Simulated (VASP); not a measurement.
## NbSi: elastic constants with PBE

The system is NbSi.

```xyz
2
Lattice="3.1564 0.0000 0.0000 0.0000 3.1564 0.0000 0.0000 0.0000 3.1564" Properties=species:S:1:pos:R:3 pbc="T T T"
Nb    0.0000    0.0000    0.0000
Si    1.5782    1.5782    1.5782
```

| Quantity | Value |
| --- | --- |
| Program | VASP 6.6.1 |
| Task | elastic constants |
| Functional | PBE |
| Potentials or basis | VASP PAW PBE potentials, release 64 (Nb_sv, Si) |
| Cutoff | 600 eV |
| k mesh | 6 × 6 × 6 |
| Occupations | fermi-dirac, width 0.05 eV |
| Spin | no spin polarisation |
| Dipole correction | no |
| Ions in elastic constants | relaxed |
| Further INCAR settings | ALGO = Normal; EDIFF = 1e-08; IBRION = 6; POTIM = 0.015; NSW = 1; ISIF = 3 |

```
Elastic constants C11, C12, C44                         : 163, 178, -1 GPa
Voigt bulk modulus                                      : 173 GPa
Highest phonon frequency at Γ, LO-TO splitting left out : 267 cm⁻¹
```

Phonon frequencies in cm⁻¹ (negative: imaginary):
| q point | frequencies |
| --- | --- |
| (0.000, 0.000, 0.000) | 0 0 0 267 267 267 |

Elastic tensor in Voigt notation (GPa, in the Cartesian axes of the cell as first typed):
```
163 178 178   0   0   0
178 163 178   0   0   0
178 178 163   0   0   0
  0   0   0  -1   0   0
  0   0   0   0  -1   0
  0   0   0   0   0  -1
```

Clamped-ion elastic tensor (GPa):
```
163 178 178   0   0   0
178 163 178   0   0   0
178 178 163   0   0   0
  0   0   0  -1   0   0
  0   0   0   0  -1   0
  0   0   0   0   0  -1
```

Wall time 4.9 min on 1 thread of Intel(R) Xeon(R) Platinum 8259CL CPU @ 2.50GHz (Skylake/Cascade Lake) (shared host), peak memory 0.22 GiB.

Caveat: the elastic tensor has a negative eigenvalue, so either the cell is unstable as it stands or the mesh is too thin.
